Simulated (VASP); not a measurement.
A run of VASP 6.6.1:

The input POSCAR:

```
Cd
1.0
    2.9386100647      0.0000000000      0.0000000000
   -1.4693050324      2.5449109679      0.0000000000
    0.0000000000      0.0000000000      5.5417265037
Cd
2
Direct
    0.6666666667      0.3333333333      0.7500000000
    0.3333333333      0.6666666667      0.2500000000
```

Contents of INCAR.step1:

```
SYSTEM = Cd
PREC     = Accurate       ! precision mode
ENCUT    = 700            ! plane-wave cutoff, eV
ISMEAR   = -1             ! smearing method
SIGMA    = 0.05           ! smearing width, eV
LREAL    = .FALSE.        ! projectors in reciprocal space
LASPH    = .TRUE.         ! aspherical terms in the spheres
NELM     = 120            ! most SCF steps
NBANDS   = 27             ! bands
GGA      = PE             ! functional
ALGO     = Normal         ! electronic algorithm
EDIFF    = 1E-5           ! SCF threshold, eV
LWAVE    = .TRUE.         ! write WAVECAR
LCHARG   = .FALSE.        ! write CHGCAR
GGA_COMPAT= .FALSE.
```

The input INCAR.step2:

```
SYSTEM = Cd
PREC     = Accurate       ! precision mode
ENCUT    = 700            ! plane-wave cutoff, eV
EDIFF    = 1E-6           ! SCF threshold, eV
ISMEAR   = -1             ! smearing method
SIGMA    = 0.05           ! smearing width, eV
LREAL    = .FALSE.        ! projectors in reciprocal space
LASPH    = .TRUE.         ! aspherical terms in the spheres
NELM     = 120            ! most SCF steps
ALGO     = Normal         ! electronic algorithm
ISIF     = 2              ! what is computed and relaxed
LWAVE    = .FALSE.        ! write WAVECAR
LCHARG   = .FALSE.        ! write CHGCAR
METAGGA  = R2SCAN         ! meta-GGA
LMIXTAU  = .TRUE.       
NBANDS   = 27             ! bands
ISTART   = 1            
GGA_COMPAT= .FALSE.
```

Contents of KPOINTS:

```
regular mesh
0
G
  10 10 5
  0 0 0
```

Potentials or basis: VASP PAW PBE potentials, release 64 (Cd_sv_GW).

Command:

```console
$ cat potpaw_PBE.64/Cd_sv_GW/POTCAR > POTCAR
$ cp INCAR.step1 INCAR
$ mpirun -np 1 vasp_std > vasp.out
$ cp INCAR.step2 INCAR
$ mpirun -np 1 vasp_std > vasp.out
```

Hardware: 1 thread of Intel(R) Xeon(R) 6975P-C (Granite Rapids), on a shared host.

Problem. How long does it take, and how much memory?

Solution. It took 2.1 min on 1 thread of Intel(R) Xeon(R) 6975P-C (Granite Rapids), with other jobs on the host, peak memory 0.23 GiB. Counts: k points 42.
